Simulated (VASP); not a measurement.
# Ba (Fd-3m) in VASP: further runs, part 2 of 2

VASP 6.6.1.

### Step 3. Single point, PBEsol (21.86 Å³/atom)

INCAR

```
PREC = Accurate
ENCUT = 520
EDIFF = 1E-6
ISMEAR = -1
SIGMA = 0.05
LREAL = F
LASPH = T
NELM = 80
ALGO = Normal
ISIF = 2
LWAVE = F
LCHARG = T
GGA = PS
LELF = T
LVHAR = T
NBANDS = 17
```

KPOINTS

```
Automatic mesh
0
Gamma
  9 9 9
```

POSCAR

```
Ba
1.0
    0.0000000000      2.7962178098      2.7962178098
    2.7962178098      0.0000000000      2.7962178098
    2.7962178098      2.7962178098      0.0000000000
Ba
2
Direct
   -0.1250000000     -0.1250000000     -0.1250000000
    0.1250000000      0.1250000000      0.1250000000
```

Potentials or basis: VASP PAW PBE potentials, release 64 (Ba_sv).

Run with:

```bash
> cat potpaw_PBE.64/Ba_sv/POTCAR > POTCAR
> mpirun -np 1 vasp_std > vasp.out
```

OUTCAR:

```text
PREC = Accurate
   ENCUT = 520
   EDIFF = 1E-6
   ISMEAR = -1
   LREAL = F
   LASPH = T
   NELM = 80
   ISIF = 2
   GGA = PS

 ion  position               nearest neighbor table
   1  0.875  0.875  0.875-   2 2.42   2 2.42   2 2.42   2 2.42   2 4.64   2 4.64   2 4.64   2 4.64
                             2 4.64   2 4.64   2 4.64   2 4.64   2 4.64   2 4.64   2 4.64   2 4.64
   2  0.125  0.125  0.125-   1 2.42   1 2.42   1 2.42   1 2.42   1 4.64   1 4.64   1 4.64   1 4.64
                             1 4.64   1 4.64   1 4.64   1 4.64   1 4.64   1 4.64   1 4.64   1 4.64

  LATTYP: Found a face centered cubic cell.
 ALAT       =     5.5924356196

  Lattice vectors:

 A1 = (   0.0000000000,   2.7962178098,   2.7962178098)
 A2 = (   2.7962178098,   0.0000000000,   2.7962178098)
 A3 = (   2.7962178098,   2.7962178098,   0.0000000000)

Analysis of symmetry for initial positions (statically):
=====================================================================
 Subroutine PRICEL returns:
 Original cell was already a primitive cell.

 Routine SETGRP: Setting up the symmetry group for a
 face centered cubic supercell.

 Subroutine GETGRP returns: Found 48 space group operations
 (whereof 12 operations were pure point group operations)
 out of a pool of 48 trial point group operations.

The static configuration has the point symmetry D_3d.
 The point group associated with its full space group is O_h .

Analysis of symmetry for dynamics (positions and initial velocities):
=====================================================================
 Subroutine PRICEL returns:
 Original cell was already a primitive cell.

 Routine SETGRP: Setting up the symmetry group for a
 face centered cubic supercell.

 Subroutine GETGRP returns: Found 48 space group operations
 (whereof 12 operations were pure point group operations)
 out of a pool of 48 trial point group operations.

The dynamic configuration has the point symmetry D_3d.
 The point group associated with its full space group is O_h .

 Subroutine INISYM returns: Found 48 space group operations
 (whereof 12 operations are pure point group operations),
 and found     1 'primitive' translations

----------------------------------------------------------------------------------------

                                     Primitive cell

  volume of cell :      43.7263

  direct lattice vectors                    reciprocal lattice vectors
     0.000000000  2.796217810  2.796217810    -0.178812966  0.178812966  0.178812966
     2.796217810  0.000000000  2.796217810     0.178812966 -0.178812966  0.178812966
     2.796217810  2.796217810  0.000000000     0.178812966  0.178812966 -0.178812966

  length of vectors
     3.954449150  3.954449150  3.954449150     0.309713142  0.309713142  0.309713142

  position of ions in fractional coordinates (direct lattice)
     0.875000000  0.875000000  0.875000000
     0.125000000  0.125000000  0.125000000

  ion indices of the primitive-cell ions
   primitive index   ion index
                 1           1
                 2           2

----------------------------------------------------------------------------------------

 KPOINTS: Automatic mesh

Automatic generation of k-mesh.
 Grid dimensions read from file:
 generate k-points for:    9    9    9

 Generating k-lattice:

  Cartesian coordinates                     Fractional coordinates (reciprocal lattice)
    -0.019868107  0.019868107  0.019868107     0.111111111  0.000000000  0.000000000
     0.019868107 -0.019868107  0.019868107     0.000000000  0.111111111  0.000000000
     0.019868107  0.019868107 -0.019868107     0.000000000  0.000000000  0.111111111

  Length of vectors
     0.034412571  0.034412571  0.034412571

  Shift w.r.t. Gamma in fractional coordinates (k-lattice)
     0.000000000  0.000000000  0.000000000

 Subroutine IBZKPT returns following result:
 ===========================================

 Found     35 irreducible k-points:

 Following reciprocal coordinates:
            Coordinates               Weight
  0.000000  0.000000  0.000000      1.000000
  0.111111  0.000000  0.000000      8.000000
  0.222222  0.000000  0.000000      8.000000
  0.333333  0.000000  0.000000      8.000000
  0.444444  0.000000  0.000000      8.000000
  0.111111  0.111111  0.000000      6.000000
[... 16 lines left out ...]
 -0.333333  0.333333  0.000000     12.000000
  0.444444  0.444444  0.000000      6.000000
 [... further k-points ...]
   k-points           NKPTS =     35   k-points in BZ     NKDIM =     35   number of bands    NBANDS=     17
   number of dos      NEDOS =    301   number of ions     NIONS =      2
   total plane-waves  NPLWV =  27000
   dimension x,y,z NGX =    30 NGY =   30 NGZ =   30
   dimension x,y,z NGXF=    60 NGYF=   60 NGZF=   60
   ions per type =               2
   NGX,Y,Z   is equivalent  to a cutoff of  12.61, 12.61, 12.61 a.u.
   NGXF,Y,Z  is equivalent  to a cutoff of  25.22, 25.22, 25.22 a.u.
 SYSTEM =  unknown system
   PREC   = accura    normal or accurate (medium, high low for compatibility)
   ISTART =      0    job   : 0-new  1-cont  2-samecut
   ICHARG =      2    charge: 1-file 2-atom 10-const
   ISPIN  =      1    spin polarized calculation?
   LNONCOLLINEAR =      F non collinear calculations
   LSORBIT =      F    spin-orbit coupling
   LASPH  =      T    aspherical Exc in radial PAW
   ENCUT  =  520.0 eV  38.22 Ry    6.18 a.u.   7.35  7.35  7.35*2*pi/ulx,y,z
   NELM   =     80;   NELMIN=  2; NELMDL= -5     # of ELM steps
   EDIFF  = 0.1E-05   stopping-criterion for ELM
   LREAL  =      F    real-space projection
   EDIFFG = 0.1E-04   stopping-criterion for IOM
   NSW    =      0    number of steps for IOM
   IBRION =     -1    ionic relax: 0-MD 1-quasi-New 2-CG
   NFREE  =      0    steps in history (QN), initial steepest desc. (CG)
   ISIF   =      2    stress and relaxation
   ISYM   =      2    0-nonsym 1-usesym 2-fastsym
   POTIM  = 0.5000    time-step for ionic-motion
   TEBEG  =    0.0;   TEEND  =   0.0 temperature during run
   PSTRESS=    0.0 pullay stress
   NELECT =      20.0000    total number of electrons
   NUPDOWN=      -1.0000    fix difference up-down
   EMIN   =  10.00;   EMAX   =-10.00  energy-range for DOS
   EFERMI =   0.00;   METHOD = LEGACY
   ISMEAR =    -1;   SIGMA  =   0.05  broadening in eV -4-tet -1-fermi 0-gaus
   EFERMI_NEDOS =   21; number of points for ismear=-14 and -15
   IALGO  =     38    algorithm
   IMIX   =      4    mixing-type and parameters
     AMIX     =   0.40;   BMIX     =  1.00
     AMIX_MAG =   1.60;   BMIX_MAG =  1.00
  volume/ion in A,a.u.               =      21.86       147.54
  Fermi-wavevector in a.u.,A,eV,Ry     =   1.261355  2.383614 21.647076  1.591015
  Thomas-Fermi vector in A             =   2.394818
   LORBIT       =      0    0 simple, 1 ext, 2 COOP (PROOUT), +10 PAW based schemes
   GGA     = PS    functional components
   LHFCALC =     F    Hartree Fock is set to
   AEXX    =    0.0000 exact exchange contribution
   IVDW    =     0    specifies the selected vdW correction
   LEPSILON=     F    determine dielectric tensor
   LRPA    =     F    only Hartree local field effects (RPA)
 non-spin polarized calculation
  energy-cutoff  :      520.00
  volume of cell :       43.73
 maximum number of plane-waves:      1243
 NGX is ok and might be reduce to    30
   NGX = 15   NGY = 15   NGZ = 15

 number of electron      19.9999998 magnetization

 Free energy of the ion-electron system (eV)
  ---------------------------------------------------
  ext. energy  EPLUGINS =         0.00000000
  ---------------------------------------------------
  free energy    TOTEN  =         9.44544666 eV

  energy without entropy =        9.46427100  energy(sigma->0) =        9.45485883

 E-fermi :   6.3756     XC(G=0): -11.5302

 val. band max:        6.3660252393   @ k =   0.3333   0.0000   0.0000
 cond. band min:       6.4021449057   @ k =  -0.2222   0.1111   0.0000
 fundamental gap:      0.0361196664
 Fermi energy:         6.3756475888

 k-point     1 :       0.0000    0.0000    0.0000
  band No.  band energies     occupation
      1     -25.6991      2.00000
      2     -17.7977      2.00000
      3     -10.2616      2.00000
      4     -10.2616      2.00000
      5     -10.2616      2.00000
      6      -5.5933      2.00000
[... 9 lines left out ...]
     16      17.9783      0.00000
     17      17.9783      0.00000
[... 441 lines left out ...]
 k-point    24 :       0.4444    0.4444    0.0000
  band No.  band energies     occupation
      1     -23.3591      2.00000
      2     -22.1593      2.00000
      3     -11.8987      2.00000
      4     -11.8987      2.00000
      5      -7.0029      2.00000
      6      -6.6794      2.00000
[... 9 lines left out ...]
     16      16.3940      0.00000
     17      16.4163      0.00000

 [... further k-points ...]
[... 5 lines left out ...]
  --------------------------------------------------------------------------------------
  -------------------------------------------------------------------------------------
  Total       40.4515623     40.4515623     40.4515623      0.0000000     -0.0000000      0.0000000
  in kB     1482.1866382   1482.1866382   1482.1866382      0.0000000     -0.0000000      0.0000000
  external PRESSURE =    1482.1866382 kB  Pullay stress =       0.0000000 kB

 VOLUME and BASIS-vectors are now :
 -----------------------------------------------------------------------------
  energy-cutoff  :      520.00
  volume of cell :       43.73
      direct lattice vectors                 reciprocal lattice vectors
     0.000000000  2.796217810  2.796217810    -0.178812966  0.178812966  0.178812966
     2.796217810  0.000000000  2.796217810     0.178812966 -0.178812966  0.178812966
     2.796217810  2.796217810  0.000000000     0.178812966  0.178812966 -0.178812966

 POSITION                                       TOTAL-FORCE (eV/Angst)
 -----------------------------------------------------------------------------------
      4.89338      4.89338      4.89338        -0.000000     -0.000000     -0.000000
      0.69905      0.69905      0.69905         0.000000      0.000000      0.000000
 -----------------------------------------------------------------------------------
    total drift:                               -0.000000      0.000000      0.000000

  FREE ENERGIE OF THE ION-ELECTRON SYSTEM (eV)
  ---------------------------------------------------
  free  energy   TOTEN  =         9.4454466571 eV

  energy  without entropy=        9.4642709993  energy(sigma->0) =        9.45485883
```

Run time: 31 s. Hardware: 1 thread of Intel Xeon Platinum 8259CL at 2.50GHz (Skylake/Cascade Lake), shared host; peak memory 0.17 GiB.

Results:

```
Free energy            : 9.4454 eV
Pressure               : 148.2 GPa
Band gap on the k mesh : zero (bands 10 and 11 overlap by 2.11 eV)
```

Caveat: the cell stands under pressure; the PAW data sets were made with another functional, which shifts forces and pressure a little; spin-orbit coupling is left out, which moves the levels of the heavy elements.

The gap in the log of VASP goes by the Fermi energy; the results here count the filled bands.